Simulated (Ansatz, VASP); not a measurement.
## TaN: VASP beside Ansatz

The input INCAR:

```
PREC = Accurate
ENCUT = 520
EDIFF = 1E-8
ISMEAR = -1
SIGMA = 0.03
LREAL = F
LASPH = T
NELM = 80
ALGO = Normal
ISIF = 2
LWAVE = F
LCHARG = F
LEFG = T
NBANDS = 33
```

Contents of KPOINTS:

```
regular mesh
0
Gamma
  5 5 8
```

File POSCAR:

```
TaN
1.0
    5.1849992558     -0.0259249963     -0.0259249963
   -2.6149513333      4.5033035722     -0.0094892072
   -0.0145400000     -0.0145400000      2.9080000000
Ta N
3 3
Direct
    0.0000000000      0.0000000000      0.0000000000
    0.3333333333      0.6666666667      0.5000000000
    0.6666666667      0.3333333333      0.5000000000
    0.5000000000      0.0000000000      0.0000000000
    0.5000000000      0.5000000000      0.0000000000
    0.0000000000      0.5000000000      0.0000000000
```

Input for Ansatz:

```yaml
crystal:
  lattice:
    - [5.1849992558, -0.0259249963, -0.0259249963]
    - [-2.6149513333, 4.5033035722, -0.0094892072]
    - [-0.01454, -0.01454, 2.908]
  atoms:
    - { symbol: Ta, position: [0.0, 0.0, 0.0] }
    - { symbol: Ta, position: [0.3333333333, 0.6666666667, 0.5] }
    - { symbol: Ta, position: [0.6666666667, 0.3333333333, 0.5] }
    - { symbol: "N", position: [0.5, 0.0, 0.0] }
    - { symbol: "N", position: [0.5, 0.5, 0.0] }
    - { symbol: "N", position: [0.0, 0.5, 0.0] }
kpoints:
  mp_grid: { grid: [5, 5, 8] }
scf:
  occupations: { method: fermi_dirac, width: 0.03 }
hamiltonian:
  xc: lda
  pseudopotentials: { kind: all_electron, datasets: crystal }
output:
  forces: true
  stress: true
  eigenvalues: true
  efg: { contact_densities: true }
```

Change from the starting cell: equal xy, yz and zx shear strains of -1 %, crystal datasets.

Alike in both runs: task electric field gradients; functional LDA; k mesh 5 × 5 × 8; occupations fermi-dirac, width 0.03 eV; no spin polarisation.

|  | VASP | Ansatz |
| --- | --- | --- |
| version | VASP 6.6.1 | Ansatz 0.2.0 |
| potentials or method | VASP PAW LDA potentials, release 64 (Ta_pv, N), cutoff 520 eV | all-electron PAW with datasets made for the crystal, scalar-relativistic |

|  | VASP | Ansatz | Ansatz less VASP |
| --- | --- | --- | --- |
| pressure (GPa) | -2.9 | -4.7 | -1.77 |
| traceless stress, the component that is largest in VASP (GPa) | 2.06 | 2.02 | -0.041 |
| rms of the force components (eV/Å) | 0.047 | 0.046 | -0.0014 |
| size of Vzz on the site where it differs most (V/Å²) | 340.0 | 459.5 | +119.56 |

LDA's correlation is that of Perdew and Zunger in VASP and of Perdew and Wang (1992) in Ansatz. Atom by atom the forces differ by 0.001 eV/Å (rms over components). Ansatz ran all-electron here, and VASP with PAW potentials.

Spin-orbit coupling is off throughout.
